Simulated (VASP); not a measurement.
A run of VASP 6.6.1 is set up as follows.

INCAR

```
SYSTEM = MoS2
ALGO = Normal
DIPOL = 0.5 0.5 0.500
EDIFF = 1E-6
ENCUT = 520
GGA = PE
IDIPOL = 3
ISIF = 2
ISMEAR = 0
ISPIN = 2
IVDW = 12
LASPH = .True.
LCHARG = .False.
LDIPOL = .True.
LMAXMIX = 4
LORBIT = 11
LREAL = .False.
LWAVE = .False.
MAGMOM = 0 0 1
NBANDS = 24
NELM = 150
PREC = Accurate
SIGMA = 0.05
```

File KPOINTS:

```
k-points
0
Gamma
  12 12 1
  0 0 0
```

Contents of POSCAR:

```
MoS2
1.0
    3.1630007100      0.0000000000      0.0000000000
   -1.5815003600      2.7392389700      0.0000000000
    0.0000000000      0.0000000000     23.0034932494
S Mo
2 1
Direct
    0.3333333300      0.6666666700      0.4347165838
    0.3333333300      0.6666666700      0.5652834162
    0.6666666700      0.3333333300      0.5000133124
```

Potentials or basis: VASP PAW PBE potentials, release 64 (S, Mo_sv).

Command:

```sh
$ cat potpaw_PBE.64/S/POTCAR potpaw_PBE.64/Mo_sv/POTCAR > POTCAR
$ mpirun -np 1 vasp_std > vasp.out
```

**Question.** Predict the net moment.

**Answer.** 0.00 μB per cell.

**Question.** Estimate the band gap on the k mesh.

**Answer.** 1.37 eV (least direct gap 1.63 eV).

**Question.** Predict the largest force.

**Answer.** 1.277 eV/Å.

**Question.** Estimate the dispersion energy per atom.

**Answer.** -0.322 eV.

Forces in eV/Å, atoms in the order of the input:
```
S    0.000  0.000 -1.267
S    0.000  0.000  1.277
Mo   0.000  0.000 -0.011
```
